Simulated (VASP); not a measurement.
Set up this calculation in VASP 6.6.1, as the native input.

```
Task                               : single point
Functional                         : HSE06
Potentials or basis                : VASP PAW PBE potentials, release 64 (K_sv, Cl)
Cutoff                             : 520 eV
k mesh                             : 4 × 4 × 4
Occupations                        : gaussian, width 0.01 eV
Spin                               : no spin polarisation
Dipole correction                  : no
Grid for exact exchange (PRECFOCK) : Normal
Further INCAR settings             : ALGO = Normal; EDIFF = 1e-06; NBANDS = 15
Share of exact exchange            : 0.25
Screening parameter                : 0.2079 1/Å
```

The system is KCl.

```
CELL_PARAMETERS angstrom
3.77081 0.00000 0.00000
0.00000 3.77081 0.00000
0.00000 0.00000 3.77081
ATOMIC_POSITIONS crystal
K 0.00000 0.00000 0.00000
Cl 0.50000 0.50000 0.50000
```

These files were run (other wordings do the same):

POSCAR

```
KCl
1.0
    3.7708086018      0.0000000000      0.0000000000
    0.0000000000      3.7708086018      0.0000000000
    0.0000000000      0.0000000000      3.7708086018
K Cl
1 1
Direct
    0.0000000000      0.0000000000      0.0000000000
    0.5000000000      0.5000000000      0.5000000000
```

INCAR.step1

```
SYSTEM = KCl
PREC = Accurate
ENCUT = 520
EDIFF = 1E-5
ISMEAR = 0
SIGMA = 0.01
LREAL = .FALSE.
LASPH = .TRUE.
NELM = 80
ALGO = Normal
ISIF = 2
LWAVE = .TRUE.
GGA = PE
NBANDS = 15
```

INCAR.step2

```
SYSTEM = KCl
PREC = Accurate
ENCUT = 520
EDIFF = 1E-6
ISMEAR = 0
SIGMA = 0.01
LREAL = .FALSE.
LASPH = .TRUE.
NELM = 80
ALGO = Normal
ISIF = 2
LWAVE = .FALSE.
LCHARG = .TRUE.
GGA = PE
LHFCALC = .TRUE.
HFSCREEN = 0.2079
PRECFOCK = Normal
LELF = .TRUE.
LVHAR = .TRUE.
ISTART = 1
NBANDS = 15
```

KPOINTS

```
regular mesh
0
G
  4 4 4
  0 0 0
```

Potentials or basis: VASP PAW PBE potentials, release 64 (K_sv, Cl).

Launch:

```bash
$ cat potpaw_PBE.64/K_sv/POTCAR potpaw_PBE.64/Cl/POTCAR > POTCAR
$ cp INCAR.step1 INCAR
$ mpirun -np 1 vasp_std > vasp.out
$ cp INCAR.step2 INCAR
$ mpirun -np 1 vasp_std > vasp.out
```

Results of the run:

| Item | Value |
| --- | --- |
| Pressure | 0.7 GPa |
| Band gap on the k mesh | 6.37 eV (least direct gap 6.60 eV) |

Caveat: the PAW data sets were made with another functional, which shifts forces and pressure a little.

Wall time 7.2 min on 1 thread of AMD EPYC 7R43 64-Core Processor (Zen 3), with other jobs on the host, peak memory 0.23 GiB.
